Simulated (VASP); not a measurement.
# Bi2C (P6_3/mmc) in VASP: a series of runs

Runs on Bi2C. Level: PBE. Tasks: single point, relaxation of cell and atoms.

All numbers are computed with VASP 6.6.1; they aren't measurements. Logs are shortened: lines on timing, memory, paths and dates and some standing lists are left out, and cuts for length are marked.

**1. The cell of the first run**

The structure is hexagonal, space group P6_3/mmc (No. 194). Conventional cell: a = 3.378 Å, b = 3.378 Å, c = 13.138 Å, α = 90.00°, β = 90.00°, γ = 120.00°. Bi (site symmetry 3m) has 3 C at 2.53 Å and 1 Bi at 3.22 Å within 3.3 Å. C (site symmetry -6m2) has 6 Bi at 2.53 Å within 3.3 Å.

**2. Single point, PBE**

File INCAR:

```
SYSTEM = Bi2C
PREC = Accurate ; ENCUT = 520
EDIFF = 1E-6 ; ISMEAR = 0
SIGMA = 0.1 ; LREAL = .False.
LASPH = .True. ; NELM = 60
ALGO = Normal ; ISIF = 2
LWAVE = .False. ; LCHARG = .True.
GGA = PE ; LELF = .True.
LVHAR = .True. ; NBANDS = 43
```

File KPOINTS:

```
regular mesh
0
Gamma
  6 6 2
  0 0 0
```

File POSCAR:

```
Bi2C
1.0
    3.3777314871      0.0000000000      0.0000000000
   -1.6888657436      2.9252012750      0.0000000000
    0.0000000000      0.0000000000     13.1379903805
Bi C
4 2
Direct
    0.3333333333      0.6666666667      0.6275000000
    0.6666666667      0.3333333333      0.1275000000
    0.3333333333      0.6666666667      0.8725000000
    0.6666666667      0.3333333333      0.3725000000
    0.3333333333      0.6666666667      0.2500000000
    0.6666666667      0.3333333333      0.7500000000
```

Potentials or basis: VASP PAW PBE potentials, release 64 (Bi_d, C).

The run is started by

```bash
$ cat potpaw_PBE.64/Bi_d/POTCAR potpaw_PBE.64/C/POTCAR > POTCAR
$ mpirun -np 1 vasp_std > vasp.out
```

OUTCAR:

```text
SYSTEM = Bi2C
   PREC = Accurate
   ENCUT = 520
   EDIFF = 1E-6
   ISMEAR = 0
   LREAL = .False.
   LASPH = .True.
   NELM = 60
   ISIF = 2
   GGA = PE

 ion  position               nearest neighbor table
   1  0.333  0.667  0.627-   6 2.53   6 2.53   6 2.53   3 3.22   4 3.88   4 3.88   4 3.88
   2  0.667  0.333  0.127-   5 2.53   5 2.53   5 2.53   4 3.22   3 3.88   3 3.88   3 3.88
   3  0.333  0.667  0.873-   6 2.53   6 2.53   6 2.53   1 3.22   2 3.88   2 3.88   2 3.88
   4  0.667  0.333  0.373-   5 2.53   5 2.53   5 2.53   2 3.22   1 3.88   1 3.88   1 3.88
   5  0.333  0.667  0.250-   2 2.53   4 2.53   2 2.53   4 2.53   2 2.53   4 2.53
   6  0.667  0.333  0.750-   1 2.53   3 2.53   1 2.53   3 2.53   1 2.53   3 2.53

  LATTYP: Found a hexagonal cell.
 ALAT       =     3.3777314871
 C/A-ratio  =     3.8895899306

  Lattice vectors:

 A1 = (   3.3777314871,   0.0000000000,   0.0000000000)
 A2 = (  -1.6888657436,   2.9252012750,   0.0000000000)
 A3 = (   0.0000000000,   0.0000000000,  13.1379903805)

Analysis of symmetry for initial positions (statically):
=====================================================================
 Subroutine PRICEL returns:
 Original cell was already a primitive cell.

 Routine SETGRP: Setting up the symmetry group for a
 hexagonal supercell.

 Subroutine GETGRP returns: Found 24 space group operations
 (whereof 12 operations were pure point group operations)
 out of a pool of 24 trial point group operations.

The static configuration has the point symmetry D_3d.
 The point group associated with its full space group is D_6h.

Analysis of symmetry for dynamics (positions and initial velocities):
=====================================================================
 Subroutine PRICEL returns:
 Original cell was already a primitive cell.

 Routine SETGRP: Setting up the symmetry group for a
 hexagonal supercell.

 Subroutine GETGRP returns: Found 24 space group operations
 (whereof 12 operations were pure point group operations)
 out of a pool of 24 trial point group operations.

The dynamic configuration has the point symmetry D_3d.
 The point group associated with its full space group is D_6h.

 Subroutine INISYM returns: Found 24 space group operations
 (whereof 12 operations are pure point group operations),
 and found     1 'primitive' translations

----------------------------------------------------------------------------------------

                                     Primitive cell

  volume of cell :     129.8105

  direct lattice vectors                    reciprocal lattice vectors
     3.377731487  0.000000000  0.000000000     0.296056689  0.170928409  0.000000000
    -1.688865744  2.925201275  0.000000000     0.000000000  0.341856818  0.000000000
     0.000000000  0.000000000 13.137990380     0.000000000  0.000000000  0.076115142

  length of vectors
     3.377731487  3.377731487 13.137990380     0.341856818  0.341856818  0.076115142

  position of ions in fractional coordinates (direct lattice)
     0.333333333  0.666666667  0.627500000
     0.666666667  0.333333333  0.127500000
     0.333333333  0.666666667  0.872500000
     0.666666667  0.333333333  0.372500000
     0.333333333  0.666666667  0.250000000
     0.666666667  0.333333333  0.750000000

  ion indices of the primitive-cell ions
   primitive index   ion index
                 1           1
                 2           2
                 3           3
                 4           4
                 5           5
                 6           6

----------------------------------------------------------------------------------------

 KPOINTS: regular mesh

Automatic generation of k-mesh.
 Grid dimensions read from file:
 generate k-points for:    6    6    2

 Generating k-lattice:

  Cartesian coordinates                     Fractional coordinates (reciprocal lattice)
     0.049342781  0.028488068  0.000000000     0.166666667  0.000000000  0.000000000
     0.000000000  0.056976136  0.000000000     0.000000000  0.166666667  0.000000000
     0.000000000  0.000000000  0.038057571     0.000000000  0.000000000  0.500000000

  Length of vectors
     0.056976136  0.056976136  0.038057571

  Shift w.r.t. Gamma in fractional coordinates (k-lattice)
     0.000000000  0.000000000  0.000000000

 Subroutine IBZKPT returns following result:
 ===========================================

 Found     14 irreducible k-points:

 Following reciprocal coordinates:
            Coordinates               Weight
  0.000000  0.000000  0.000000      1.000000
  0.166667  0.000000  0.000000      6.000000
  0.333333  0.000000  0.000000      6.000000
  0.500000  0.000000  0.000000      3.000000
  0.166667  0.166667  0.000000      6.000000
  0.333333  0.166667  0.000000     12.000000
  0.333333  0.333333  0.000000      2.000000
  0.000000  0.000000  0.500000      1.000000
  0.166667  0.000000  0.500000      6.000000
  0.333333  0.000000  0.500000      6.000000
  0.500000  0.000000  0.500000      3.000000
  0.166667  0.166667  0.500000      6.000000
  0.333333  0.166667  0.500000     12.000000
  0.333333  0.333333  0.500000      2.000000
   k-points           NKPTS =     14   k-points in BZ     NKDIM =     14   number of bands    NBANDS=     43
   number of dos      NEDOS =    301   number of ions     NIONS =      6
   total plane-waves  NPLWV =  76832
   dimension x,y,z NGX =    28 NGY =   28 NGZ =   98
   dimension x,y,z NGXF=    56 NGYF=   56 NGZF=  196
   ions per type =               4   2
   NGX,Y,Z   is equivalent  to a cutoff of  13.78, 13.78, 12.40 a.u.
   NGXF,Y,Z  is equivalent  to a cutoff of  27.56, 27.56, 24.80 a.u.
 SYSTEM =  Bi2C
   PREC   = accura    normal or accurate (medium, high low for compatibility)
   ISTART =      0    job   : 0-new  1-cont  2-samecut
   ICHARG =      2    charge: 1-file 2-atom 10-const
   ISPIN  =      1    spin polarized calculation?
   LNONCOLLINEAR =      F non collinear calculations
   LSORBIT =      F    spin-orbit coupling
   LASPH  =      T    aspherical Exc in radial PAW
   ENCUT  =  520.0 eV  38.22 Ry    6.18 a.u.   6.28  6.28 24.43*2*pi/ulx,y,z
   NELM   =     60;   NELMIN=  2; NELMDL= -5     # of ELM steps
   EDIFF  = 0.1E-05   stopping-criterion for ELM
   LREAL  =      F    real-space projection
   EDIFFG = 0.1E-04   stopping-criterion for IOM
   NSW    =      0    number of steps for IOM
   IBRION =     -1    ionic relax: 0-MD 1-quasi-New 2-CG
   NFREE  =      0    steps in history (QN), initial steepest desc. (CG)
   ISIF   =      2    stress and relaxation
   ISYM   =      2    0-nonsym 1-usesym 2-fastsym
   POTIM  = 0.5000    time-step for ionic-motion
   TEBEG  =    0.0;   TEEND  =   0.0 temperature during run
   PSTRESS=    0.0 pullay stress
   NELECT =      68.0000    total number of electrons
   NUPDOWN=      -1.0000    fix difference up-down
   EMIN   =  10.00;   EMAX   =-10.00  energy-range for DOS
   EFERMI =   0.00;   METHOD = LEGACY
   ISMEAR =     0;   SIGMA  =   0.10  broadening in eV -4-tet -1-fermi 0-gaus
   EFERMI_NEDOS =   21; number of points for ismear=-14 and -15
   IALGO  =     38    algorithm
   IMIX   =      4    mixing-type and parameters
     AMIX     =   0.40;   BMIX     =  1.00
     AMIX_MAG =   1.60;   BMIX_MAG =  1.00
  volume/ion in A,a.u.               =      21.64       146.00
  Fermi-wavevector in a.u.,A,eV,Ry     =   1.319698  2.493867 23.695942  1.741603
  Thomas-Fermi vector in A             =   2.449577
   LORBIT       =      0    0 simple, 1 ext, 2 COOP (PROOUT), +10 PAW based schemes
   GGA     = PE    functional components
   LHFCALC =     F    Hartree Fock is set to
   AEXX    =    0.0000 exact exchange contribution
   IVDW    =     0    specifies the selected vdW correction
   LEPSILON=     F    determine dielectric tensor
   LRPA    =     F    only Hartree local field effects (RPA)
 non-spin polarized calculation
 Gauss-broadening in eV      SIGMA  =   0.10
  energy-cutoff  :      520.00
  volume of cell :      129.81
 maximum number of plane-waves:      3529
 NGX is ok and might be reduce to    28
   NGX = 13   NGY = 13   NGZ = 49

 number of electron      68.0000022 magnetization

 Free energy of the ion-electron system (eV)
  ---------------------------------------------------
  ext. energy  EPLUGINS =         0.00000000
  ---------------------------------------------------
  free energy    TOTEN  =       -26.31403697 eV

  energy without entropy =      -26.29991444  energy(sigma->0) =      -26.30697570

 E-fermi :   8.4475     XC(G=0): -10.7748

 val. band max:        8.3874347246   @ k =   0.0000   0.0000   0.0000
 cond. band min:       8.4929219771   @ k =   0.1667   0.1667   0.5000
 fundamental gap:      0.1054872524
 Fermi energy:         8.4475239053

 k-point     1 :       0.0000    0.0000    0.0000
  band No.  band energies     occupation
      1     -14.6552      2.00000
      2     -14.6422      2.00000
      3     -14.5499      2.00000
      4     -14.5499      2.00000
      5     -14.5482      2.00000
      6     -14.5482      2.00000
[... 35 lines left out ...]
     42      14.4173      0.00000
     43      14.4266      0.00000

 k-point     2 :       0.1667    0.0000    0.0000
  band No.  band energies     occupation
      1     -14.6323      2.00000
      2     -14.6222      2.00000
      3     -14.5547      2.00000
      4     -14.5529      2.00000
      5     -14.5513      2.00000
      6     -14.5512      2.00000
[... 35 lines left out ...]
     42      13.5575      0.00000
     43      14.2767      0.00000

 k-point     3 :       0.3333    0.0000    0.0000
  band No.  band energies     occupation
      1     -14.6364      2.00000
      2     -14.6299      2.00000
      3     -14.5924      2.00000
      4     -14.5853      2.00000
      5     -14.5546      2.00000
      6     -14.5320      2.00000
[... 459 lines left out ...]
      6     -14.5481      2.00000
[... 35 lines left out ...]
     42      12.6357      0.00000
     43      13.3158      0.00000

 k-point    14 :       0.3333    0.3333    0.5000
  band No.  band energies     occupation
      1     -14.5501      2.00000
      2     -14.5501      2.00000
      3     -14.5292      2.00000
      4     -14.5292      2.00000
      5     -14.5246      2.00000
      6     -14.5246      2.00000
[... 35 lines left out ...]
     42      11.5648      0.00000
     43      14.1732      0.00000

------------------------ aborting loop because EDIFF is reached ----------------------------------------

  FORCE on cell =-STRESS in cart. coord.  units (eV):
  Direction    XX          YY          ZZ          XY          YZ          ZX
  --------------------------------------------------------------------------------------
  -------------------------------------------------------------------------------------
  Total        6.8389983      6.8389983     -1.5709678     -0.0000000      0.0000000      0.0000000
  in kB       84.4098756     84.4098756    -19.3895639     -0.0000000      0.0000000      0.0000000
  external PRESSURE =      49.8100624 kB  Pullay stress =       0.0000000 kB

 VOLUME and BASIS-vectors are now :
 -----------------------------------------------------------------------------
  energy-cutoff  :      520.00
  volume of cell :      129.81
      direct lattice vectors                 reciprocal lattice vectors
     3.377731487  0.000000000  0.000000000     0.296056689  0.170928409  0.000000000
    -1.688865744  2.925201275  0.000000000     0.000000000  0.341856818  0.000000000
     0.000000000  0.000000000 13.137990380     0.000000000  0.000000000  0.076115142

 POSITION                                       TOTAL-FORCE (eV/Angst)
 -----------------------------------------------------------------------------------
     -0.00000      1.95013      8.24409        -0.000000     -0.000000     -0.043939
      1.68887      0.97507      1.67509         0.000000      0.000000     -0.043939
     -0.00000      1.95013     11.46290        -0.000000     -0.000000      0.043939
      1.68887      0.97507      4.89390         0.000000      0.000000      0.043939
     -0.00000      1.95013      3.28450         0.000000     -0.000000      0.000000
      1.68887      0.97507      9.85349        -0.000000      0.000000      0.000000
 -----------------------------------------------------------------------------------
    total drift:                               -0.000000      0.000000      0.000000

  FREE ENERGIE OF THE ION-ELECTRON SYSTEM (eV)
  ---------------------------------------------------
  free  energy   TOTEN  =       -26.3140369659 eV

  energy  without entropy=      -26.2999144432  energy(sigma->0) =      -26.30697570
```

It took 4.1 min on 1 thread of Oxide Virtual Turin-like, shared host; peak memory 0.25 GiB.

Results:

| Item | Value |
| --- | --- |
| Free energy | -26.3140 eV |
| Pressure | 5.0 GPa |
| Largest force | 0.044 eV/Å |
| Band gap on the k mesh | zero (band 34 reaches 10.76 eV, above the bottom of band 35 at 7.93 eV) |

Forces in eV/Å, atoms in the order of the input:
```
Bi   0.000  0.000 -0.044
Bi   0.000  0.000 -0.044
Bi   0.000  0.000  0.044
Bi   0.000  0.000  0.044
C    0.000  0.000  0.000
C    0.000  0.000  0.000
```

Stress tensor (GPa, compression positive):
```
 8.44  0.00  0.00
 0.00  8.44  0.00
 0.00  0.00 -1.94
```

Caveat: spin-orbit coupling is left out, which moves the levels of the heavy elements; this functional lacks dispersion, which binds the layers, so the pressure and a relaxed spacing across them are unreliable.

[end of part 1 of 2]
